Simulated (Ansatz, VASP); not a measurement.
## One calculation of Sn, two programs

Contents of INCAR:

```
SYSTEM = Sn
PREC = Accurate ; ENCUT = 600
EDIFF = 1E-7 ; ISMEAR = 0
SIGMA = 0.1 ; LREAL = .False.
LASPH = .True. ; NELM = 100
ALGO = Fast ; ISIF = 3
LWAVE = .False. ; LCHARG = .False.
GGA = PS ; IBRION = 2
NSW = 80 ; EDIFFG = -0.01
```

The input KPOINTS:

```
Automatic mesh
0
Gamma
  16 16 16
  0 0 0
```

POSCAR

```
Sn
1.0
    0.0000000000      2.3677860589      2.3677860589
    2.3677860589      0.0000000000      2.3677860589
    2.3677860589      2.3677860589      0.0000000000
Sn
1
Direct
    0.0000000000      0.0000000000      0.0000000000
```

Input for Ansatz:

```yaml
crystal:
  lattice:
    - [0.0, 2.3677860589, 2.3677860589]
    - [2.3677860589, 0.0, 2.3677860589]
    - [2.3677860589, 2.3677860589, 0.0]
  atoms:
    - { symbol: Sn, position: [0.0, 0.0, 0.0] }
basis:
  ecutwfc: 420
kpoints:
  mp_grid: { grid: [16, 16, 16] }
hamiltonian:
  xc: pbesol
scf:
  occupations: { method: gaussian, width: 0.1 }
output:
  forces: true
  stress: true
  eigenvalues: true
relax:
  adjacent_minimum: "off"
  f_tol: 0.01
  max_steps: 60
  cell: { stress_tol: 0.1 }
```

Alike in both runs: task relaxation of cell and atoms; functional PBEsol; k mesh 16 × 16 × 16; occupations gaussian, width 0.1 eV; no spin polarisation.

```csv
,VASP,Ansatz
version,VASP 6.6.1,Ansatz 0.2.0
potentials or method,"VASP PAW PBE potentials, release 64 (Sn_d), cutoff 600 eV","scalar-relativistic, plane waves, PAW"
valence electrons in the cell,14,14
```

```tsv
	VASP	Ansatz	Ansatz less VASP
gap on the k mesh at the Fermi level, each at its own relaxed structure (eV)	none	none	-
relaxed volume (Å³/atom)	26.55	26.55	0.000
relaxed cell length with the largest relative difference (Å)	3.349	3.349	0.0000
```

VASP's potentials were made for PBE, not for PBEsol. A gap of «none» marks a metal or a gap that the smearing closes.

Noted on VASP's run: the relaxation stopped at its first step, so nothing moved.
